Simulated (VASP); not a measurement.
Wanted: the native input for a VASP 6.6.1 run.

```yaml
Task: single point
Functional: PBEsol
Potentials_or_basis: VASP PAW PBE potentials, release 64 (Be, S)
Cutoff: 520 eV
k_mesh: 8 × 8 × 8
Occupations: gaussian, width 0.01 eV
Spin: no spin polarisation
Dipole_correction: no
Further_INCAR_settings: ALGO = Normal; EDIFF = 1e-06; NBANDS = 11
```

The structure of BeS lies in POSCAR:

```
BeS
1.0
    0.0000000000      2.4189619723      2.4189619723
    2.4189619723      0.0000000000      2.4189619723
    2.4189619723      2.4189619723      0.0000000000
Be S
1 1
Direct
    0.0000000000      0.0000000000      0.0000000000
    0.7500000000      0.7500000000      0.7500000000
```

These files were run (other wordings do the same):

INCAR

```
PREC = Accurate
ENCUT = 520
EDIFF = 1E-6
ISMEAR = 0
SIGMA = 0.01
LREAL = F
LASPH = T
NELM = 80
ALGO = Normal
ISIF = 2
LWAVE = F
LCHARG = F
GGA = PS
NBANDS = 11
```

KPOINTS

```
Automatic mesh
0
Gamma
  8 8 8
```

Potentials or basis: VASP PAW PBE potentials, release 64 (Be, S).

Launch:

```bash
$ cat potpaw_PBE.64/Be/POTCAR potpaw_PBE.64/S/POTCAR > POTCAR
$ mpirun -np 1 vasp_std > vasp.out
```

It gave:

```json
{"Pressure": "0.2 GPa", "Band gap on the k mesh": "2.91 eV, indirect (least direct gap 5.61 eV)"}
```

Caveat: the PAW data sets were made with another functional, which shifts forces and pressure a little.

Run time: 22 s on 1 thread of Intel Xeon 8259CL, on a shared host, peak memory 0.15 GiB.
